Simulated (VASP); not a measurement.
# CaO (P1) in VASP: further runs

CaO is run at these levels: PBE; tasks: single point.

Program: VASP 6.6.1. These are calculated values, not measurements. Logs are shortened: lines on timing, memory, paths and dates and some standing lists are left out, and cuts for length are marked.

## Step 1: The cell of the first run

The typed cell holds 24 atoms: a = 5.806 Å, b = 5.806 Å, c = 8.710 Å, α = 90.00°, β = 90.00°, γ = 90.00°.

## Step 2: Single point, PBE

The input, INCAR:

```
SYSTEM = CaO
  PREC = Accurate
  ENCUT = 520
  EDIFF = 1E-7
  ISMEAR = -1
  SIGMA = 0.146
  LREAL = Auto
  LASPH = .True.
  NELM = 60
  ALGO = Normal
  ISIF = 2
  LWAVE = .False.
  LCHARG = .False.
  GGA = PE
  NBANDS = 114
```

The input, KPOINTS:

```
regular mesh
0
Gamma
  2 2 2
  0 0 0
```

The input, POSCAR:

```
CaO
1.0
    5.8064179366      0.0000000000      0.0000000000
    0.0000000000      5.8064179366      0.0000000000
    0.0000000000      0.0000000000      8.7096269049
Ca O
12 12
Direct
   -0.0038908670     -0.0304659434      0.0011854698
   -0.0246434207     -0.0021331568      0.3176212977
   -0.0019054777      0.0349270415      0.6639724139
    0.0106125671      0.4924516339     -0.0100703510
    0.0035403928      0.4918281858      0.3398186894
    0.0080230188      0.5149314143      0.6658005060
    0.4899537083      0.0001815233     -0.0051179001
    0.4799957617      0.0113972161      0.3385589339
    0.5221954453      0.0112697709      0.6672546440
    0.5058125392      0.4940381542      0.0091639976
    0.4786749818      0.5171365604      0.3447951368
    0.5106821507      0.5035221426      0.6478336055
    0.2528040551      0.2528288552      0.2167862092
    0.2404101832      0.2301480904      0.5200107937
    0.2258766100      0.2567756948      0.8287613326
    0.2860286700      0.7605141497      0.1626451989
    0.2672341221      0.7269068548      0.4895562171
    0.2398027519      0.7733134351      0.8469557974
    0.7252294006      0.2206274185      0.1604561269
    0.7931599224      0.2201271100      0.4958299646
    0.7673293670      0.2507795711      0.8370187471
    0.7806501443      0.6817142760      0.1753391984
    0.7674697290      0.7134939381      0.5037359290
    0.6846536097      0.7998068776      0.8340182742
```

Potentials or basis: VASP PAW PBE potentials, release 64 (Ca_sv, O).

Run with:

```
$ cat potpaw_PBE.64/Ca_sv/POTCAR potpaw_PBE.64/O/POTCAR > POTCAR
$ mpirun -np 1 vasp_std > vasp.out
```

OUTCAR:

```text
SYSTEM = CaO
   PREC = Accurate
   ENCUT = 520
   EDIFF = 1E-7
   ISMEAR = -1
   LREAL = Auto
   LASPH = .True.
   NELM = 60
   ISIF = 2
   GGA = PE

 ion  position               nearest neighbor table
   1  0.996  0.970  0.001-  18 2.26  16 2.51  24 2.52  21 2.54  19 2.55   2 2.76   4 2.77   7 2.87
                             7 2.94   3 2.96   4 3.04
   2  0.975  0.998  0.318-  20 2.28  13 2.36  19 2.38  22 2.49   1 2.76   5 2.88   8 2.88   8 2.94
                             5 2.95   3 3.03
   3  0.998  0.035  0.664-  20 2.17  14 2.20  15 2.34  21 2.37   9 2.77   6 2.79   1 2.96   6 3.02
                             2 3.03   9 3.05
   4  0.011  0.492  0.990-  15 2.32  22 2.37  21 2.40  18 2.45   1 2.77   6 2.83  10 2.88  10 2.94
                             1 3.04   5 3.05
   5  0.004  0.492  0.340-  22 2.22  13 2.27  23 2.36  20 2.41  17 2.43  11 2.76   6 2.84   2 2.88
                             2 2.95   4 3.05  11 3.05
   6  0.008  0.515  0.666-  23 2.30  15 2.42  17 2.48  14 2.48  21 2.56  18 2.56   3 2.79   4 2.83
                             5 2.84  12 2.89  12 2.92   3 3.02
   7  0.490  0.000  0.995-  24 2.14  16 2.34  18 2.35  19 2.36  21 2.57   9 2.86  10 2.87   1 2.87
                            10 2.94   1 2.94   8 2.99
   8  0.480  0.011  0.339-  13 2.20  16 2.40  19 2.43  17 2.45  14 2.46  11 2.87   9 2.87   2 2.88
                             2 2.94  11 2.94   7 2.99
   9  0.522  0.011  0.667-  24 2.12  14 2.44  21 2.48  20 2.49   3 2.77   7 2.86  12 2.86   8 2.87
                            12 2.95   3 3.05
  10  0.506  0.494  0.009-  16 2.41  22 2.41  19 2.42  21 2.56  24 2.56   7 2.87   4 2.88  11 2.93
                             4 2.94   7 2.94  12 3.15
  11  0.479  0.517  0.345-  17 2.14  13 2.31  16 2.40  23 2.46  22 2.48  12 2.65   5 2.76   8 2.87
                            10 2.93   8 2.94   5 3.05
  12  0.511  0.504  0.648-  23 2.30  17 2.36  14 2.49  24 2.57  11 2.65   9 2.86   6 2.89   6 2.92
                             9 2.95  10 3.15
  13  0.253  0.253  0.217-   8 2.20   5 2.27  11 2.31   2 2.36
  14  0.240  0.230  0.520-   3 2.20   9 2.44   8 2.46   6 2.48  12 2.49
  15  0.226  0.257  0.829-   4 2.32   3 2.34   6 2.42
  16  0.286  0.761  0.163-   7 2.34   8 2.40  11 2.40  10 2.41   1 2.51
  17  0.267  0.727  0.490-  11 2.14  12 2.36   5 2.43   8 2.45   6 2.48
  18  0.240  0.773  0.847-   1 2.26   7 2.35   4 2.45   6 2.56
  19  0.725  0.221  0.160-   7 2.36   2 2.38  10 2.42   8 2.43   1 2.55
  20  0.793  0.220  0.496-   3 2.17   2 2.28   5 2.41   9 2.49
  21  0.767  0.251  0.837-   3 2.37   4 2.40   9 2.48   1 2.54   6 2.56  10 2.56   7 2.57
  22  0.781  0.682  0.175-   5 2.22   4 2.37  10 2.41  11 2.48   2 2.49
  23  0.767  0.713  0.504-   6 2.30  12 2.30   5 2.36  11 2.46
  24  0.685  0.800  0.834-   9 2.12   7 2.14   1 2.52  10 2.56  12 2.57

  LATTYP: Found a simple tetragonal cell.
 ALAT       =     5.8064179366
 C/A-ratio  =     1.5000000000

  Lattice vectors:

 A1 = (   5.8064179366,   0.0000000000,   0.0000000000)
 A2 = (   0.0000000000,   5.8064179366,   0.0000000000)
 A3 = (   0.0000000000,   0.0000000000,   8.7096269049)

Analysis of symmetry for initial positions (statically):
=====================================================================
 Subroutine PRICEL returns:
 Original cell was already a primitive cell.

 Routine SETGRP: Setting up the symmetry group for a
 simple tetragonal supercell.

 Subroutine GETGRP returns: Found  1 space group operations
 (whereof  1 operations were pure point group operations)
 out of a pool of 16 trial point group operations.

The static configuration has the point symmetry C_1 .

Analysis of symmetry for dynamics (positions and initial velocities):
=====================================================================
 Subroutine PRICEL returns:
 Original cell was already a primitive cell.

 Routine SETGRP: Setting up the symmetry group for a
 simple tetragonal supercell.

 Subroutine GETGRP returns: Found  1 space group operations
 (whereof  1 operations were pure point group operations)
 out of a pool of 16 trial point group operations.

The dynamic configuration has the point symmetry C_1 .

 Subroutine INISYM returns: Found  1 space group operations
 (whereof  1 operations are pure point group operations),
 and found     1 'primitive' translations

----------------------------------------------------------------------------------------

                                     Primitive cell

  volume of cell :     293.6406

[... 58 lines left out ...]
                23          23
                24          24

----------------------------------------------------------------------------------------

 KPOINTS: regular mesh

Automatic generation of k-mesh.
 Grid dimensions read from file:
 generate k-points for:    2    2    2

 Generating k-lattice:

  Cartesian coordinates                     Fractional coordinates (reciprocal lattice)
     0.086111611  0.000000000  0.000000000     0.500000000  0.000000000  0.000000000
     0.000000000  0.086111611  0.000000000     0.000000000  0.500000000  0.000000000
     0.000000000  0.000000000  0.057407740     0.000000000  0.000000000  0.500000000

  Length of vectors
     0.086111611  0.086111611  0.057407740

  Shift w.r.t. Gamma in fractional coordinates (k-lattice)
     0.000000000  0.000000000  0.000000000

 Subroutine IBZKPT returns following result:
 ===========================================

 Found      8 irreducible k-points:

 Following reciprocal coordinates:
            Coordinates               Weight
  0.000000  0.000000  0.000000      1.000000
  0.500000  0.000000  0.000000      1.000000
  0.000000  0.500000  0.000000      1.000000
  0.500000  0.500000  0.000000      1.000000
  0.000000  0.000000  0.500000      1.000000
  0.500000  0.000000  0.500000      1.000000
  0.000000  0.500000  0.500000      1.000000
  0.500000  0.500000  0.500000      1.000000
   k-points           NKPTS =      8   k-points in BZ     NKDIM =      8   number of bands    NBANDS=    114
   number of dos      NEDOS =    301   number of ions     NIONS =     24
   total plane-waves  NPLWV = 161280
   dimension x,y,z NGX =    48 NGY =   48 NGZ =   70
   dimension x,y,z NGXF=    96 NGYF=   96 NGZF=  140
   ions per type =              12  12
   NGX,Y,Z   is equivalent  to a cutoff of  13.74, 13.74, 13.36 a.u.
   NGXF,Y,Z  is equivalent  to a cutoff of  27.49, 27.49, 26.72 a.u.
 SYSTEM =  CaO
   PREC   = accura    normal or accurate (medium, high low for compatibility)
   ISTART =      0    job   : 0-new  1-cont  2-samecut
   ICHARG =      2    charge: 1-file 2-atom 10-const
   ISPIN  =      1    spin polarized calculation?
   LNONCOLLINEAR =      F non collinear calculations
   LSORBIT =      F    spin-orbit coupling
   LASPH  =      T    aspherical Exc in radial PAW
   ENCUT  =  520.0 eV  38.22 Ry    6.18 a.u.  10.80 10.80 16.19*2*pi/ulx,y,z
   NELM   =     60;   NELMIN=  2; NELMDL= -5     # of ELM steps
   EDIFF  = 0.1E-06   stopping-criterion for ELM
   LREAL  =      T    real-space projection
   EDIFFG = 0.1E-05   stopping-criterion for IOM
   NSW    =      0    number of steps for IOM
   IBRION =     -1    ionic relax: 0-MD 1-quasi-New 2-CG
   NFREE  =      0    steps in history (QN), initial steepest desc. (CG)
   ISIF   =      2    stress and relaxation
   ISYM   =      2    0-nonsym 1-usesym 2-fastsym
   POTIM  = 0.5000    time-step for ionic-motion
   TEBEG  =    0.0;   TEEND  =   0.0 temperature during run
   PSTRESS=    0.0 pullay stress
   NELECT =     192.0000    total number of electrons
   NUPDOWN=      -1.0000    fix difference up-down
   EMIN   =  10.00;   EMAX   =-10.00  energy-range for DOS
   EFERMI =   0.00;   METHOD = LEGACY
   ISMEAR =    -1;   SIGMA  =   0.15  broadening in eV -4-tet -1-fermi 0-gaus
   EFERMI_NEDOS =   21; number of points for ismear=-14 and -15
   IALGO  =     38    algorithm
   IMIX   =      4    mixing-type and parameters
     AMIX     =   0.40;   BMIX     =  1.00
     AMIX_MAG =   1.60;   BMIX_MAG =  1.00
  volume/ion in A,a.u.               =      12.24        82.57
  Fermi-wavevector in a.u.,A,eV,Ry     =   1.420921  2.685151 27.470378  2.019016
  Thomas-Fermi vector in A             =   2.541785
   LORBIT       =      0    0 simple, 1 ext, 2 COOP (PROOUT), +10 PAW based schemes
   GGA     = PE    functional components
[... 5 lines left out ...]
 non-spin polarized calculation
  energy-cutoff  :      520.00
  volume of cell :      293.64
 maximum number of plane-waves:      7940
 NGX is ok and might be reduce to    48
   NGX = 21   NGY = 21   NGZ = 33

 number of electron     192.0000013 magnetization

 Free energy of the ion-electron system (eV)
  ---------------------------------------------------
  ext. energy  EPLUGINS =         0.00000000
  ---------------------------------------------------
  free energy    TOTEN  =      -138.98204565 eV

  energy without entropy =     -138.98194970  energy(sigma->0) =     -138.98199767

 E-fermi :   5.7464     XC(G=0): -11.2166

 val. band max:        4.0979673279   @ k =   0.0000   0.0000   0.5000
 cond. band min:       7.2496336294   @ k =   0.0000   0.0000   0.0000
 fundamental gap:      3.1516663015
 Fermi energy:         5.7464037605

 k-point     1 :       0.0000    0.0000    0.0000
  band No.  band energies     occupation
      1     -35.2926      2.00000
      2     -35.1867      2.00000
      3     -35.0328      2.00000
      4     -34.9787      2.00000
      5     -34.8978      2.00000
      6     -34.8114      2.00000
[... 877 lines left out ...]
    107       9.6765      0.00000
    108       9.7493      0.00000
 [bands above 108 left out]

------------------------ aborting loop because EDIFF is reached ----------------------------------------

  FORCE on cell =-STRESS in cart. coord.  units (eV):
  Direction    XX          YY          ZZ          XY          YZ          ZX
  --------------------------------------------------------------------------------------
  -------------------------------------------------------------------------------------
  Total       19.7508270     18.5742583     19.6273432     -3.0473440      0.4470561     -0.6002551
  in kB      107.7654960    101.3458403    107.0917371    -16.6270775      2.4392510     -3.2751433
  external PRESSURE =     105.4010244 kB  Pullay stress =       0.0000000 kB

 VOLUME and BASIS-vectors are now :
 -----------------------------------------------------------------------------
  energy-cutoff  :      520.00
  volume of cell :      293.64
      direct lattice vectors                 reciprocal lattice vectors
     5.806417937  0.000000000  0.000000000     0.172223221  0.000000000  0.000000000
     0.000000000  5.806417937  0.000000000     0.000000000  0.172223221  0.000000000
     0.000000000  0.000000000  8.709626905     0.000000000  0.000000000  0.114815481

 POSITION                                       TOTAL-FORCE (eV/Angst)
 -----------------------------------------------------------------------------------
      5.78383      5.62952      0.01032        -0.485096      0.732773     -0.517763
      5.66333      5.79403      2.76636         0.192951     -0.465391      0.610196
      5.79535      0.20280      5.78295         1.050224     -1.158774      0.614810
      0.06162      2.85938      8.62192        -0.123640     -0.894227      0.635248
      0.02056      2.85576      2.95969        -0.633374     -0.228042     -0.027041
      0.04659      2.98991      5.79887         0.535817      0.377633     -0.009005
[... 16 lines left out ...]
      4.45625      4.14284      4.38735        -0.403984      0.619660      0.310513
      3.97538      4.64401      7.26399         2.256836     -2.328593      0.363484
 -----------------------------------------------------------------------------------
    total drift:                               -0.003814      0.006356      0.003830

  FREE ENERGIE OF THE ION-ELECTRON SYSTEM (eV)
  ---------------------------------------------------
  free  energy   TOTEN  =      -138.9820456510 eV

  energy  without entropy=     -138.9819496972  energy(sigma->0) =     -138.98199767
```

Run time: 10 min. Hardware: 1 thread of Intel Xeon Platinum 8488C (Sapphire Rapids), shared host; peak memory 0.49 GiB.

What came out:

- Free energy: -138.9820 eV
- Pressure: 10.5 GPa
- Largest force: 3.263 eV/Å
- Band gap on the k mesh: 3.15 eV

Forces in eV/Å, atoms in the order of the input:
```
Ca  -0.485  0.733 -0.518
Ca   0.193 -0.465  0.610
Ca   1.050 -1.159  0.615
Ca  -0.124 -0.894  0.635
Ca  -0.633 -0.228 -0.027
Ca   0.536  0.378 -0.009
Ca  -0.380  0.541  0.490
Ca  -0.025  0.056 -0.067
Ca  -1.128  0.111 -0.298
Ca   0.373  0.216 -0.131
Ca   1.423 -0.512 -1.682
Ca  -0.209 -0.019  1.568
O   -0.780  0.210 -2.064
O    1.722  0.636 -0.169
O    1.359  0.395  1.357
O   -0.433 -0.175  0.156
O   -0.440  0.577  1.055
O   -1.474 -1.041 -0.911
O    0.658 -0.921  0.109
O   -2.170  0.616 -0.093
O   -0.886  1.345 -0.482
O    0.000  1.307 -0.818
O   -0.404  0.620  0.311
O    2.257 -2.329  0.363
```

Stress tensor (GPa, compression positive):
```
10.78 -1.66 -0.33
-1.66 10.13  0.24
-0.33  0.24 10.71
```

Caveat: the k points lie up to 0.54 Å⁻¹ apart; the atoms stand as in a frame of molecular dynamics; the structure was generated, so it needn't be the stable form of CaO; forces of over 1 eV/Å act on the atoms, so gaps and moduli don't describe the material at rest. A k mesh can miss the band edges.

(Part 1 of 3 ends here.)
